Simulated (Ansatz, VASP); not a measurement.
**Ni in VASP and in Ansatz**

INCAR

```
PREC     = Accurate       # precision mode
ENCUT    = 520            # plane-wave cutoff, eV
EDIFF    = 1E-7           # SCF threshold, eV
ISMEAR   = -1             # smearing method
SIGMA    = 0.05           # smearing width, eV
LREAL    = False          # projectors in reciprocal space
LASPH    = True           # aspherical terms in the spheres
NELM     = 150            # most SCF steps
ALGO     = Normal         # electronic algorithm
ISIF     = 2              # what is computed and relaxed
LWAVE    = False          # write WAVECAR
LCHARG   = True           # write CHGCAR
ISPIN    = 2              # spin polarisation
MAGMOM   = 0.688 0.688    # initial moments
LORBIT   = 11             # projections on sites
LMAXMIX  = 4              # l up to which the mixer works
GGA      = PE             # functional
LELF     = True           # ELF
LVHAR    = True         
NBANDS   = 21             # bands
```

Contents of KPOINTS:

```
regular mesh
0
Gamma
  24 24 13
```

The input POSCAR:

```
Ni
1.0
    2.5839168555      0.0000000000      0.0000000000
   -1.2919584277      2.2377376381      0.0000000000
    0.0000000000      0.0000000000      4.2347765544
Ni
2
Direct
    0.3333333333      0.6666666667      0.2500000000
    0.6666666667      0.3333333333      0.7500000000
```

Input for Ansatz:

```yaml
crystal:
  lattice:
    - [2.5839168555, 0.0, 0.0]
    - [-1.2919584277, 2.2377376381, 0.0]
    - [0.0, 0.0, 4.2347765544]
  atoms:
    - { symbol: Ni, position: [0.3333333333, 0.6666666667, 0.25], spin: 0.688 }
    - { symbol: Ni, position: [0.6666666667, 0.3333333333, 0.75], spin: 0.688 }
hamiltonian:
  xc: pbe
  pseudopotentials:
    kind: paw
    azcp:
      Ni: "pseudopotentials/Ni.paw.azcp"
basis:
  ecutwfc: 420
  fft_grid_basis: typed
kpoints:
  mp_grid: { grid: [24, 24, 13], shift: [0, 0, 0] }
magnetization:
  spin_polarized: true
scf:
  occupations: { method: fermi_dirac, width: 0.05 }
output:
  stress: true
```

Alike in both runs: task single point; functional PBE; k mesh 24 × 24 × 13; occupations fermi-dirac, width 0.05 eV; collinear spin.

```csv
,VASP,Ansatz
version,VASP 6.6.1,Ansatz 0.2.0
potentials or method,"VASP PAW PBE potentials, release 64 (Ni), cutoff 520 eV","plane waves (420 eV) with PAW, scalar-relativistic"
valence electrons in the cell,20,36
```

|  | VASP | Ansatz | Ansatz less VASP |
| --- | --- | --- | --- |
| pressure (GPa) | -16.7 | -17.0 | -0.27 |
| traceless stress, the component that is largest in VASP (GPa) | 0.25 | 0.29 | +0.043 |
| net moment per atom (μB) | 0.66 | 0.68 | +0.011 |
| size of the moment on the site where the two differ most (μB) | 0.69 | 0.72 | +0.031 |

Site moments also hang on the region over which each program counts them. VASP's potentials hold 20 valence electrons a cell and Ansatz's 36, so a difference there can come from the potentials and not from the codes.
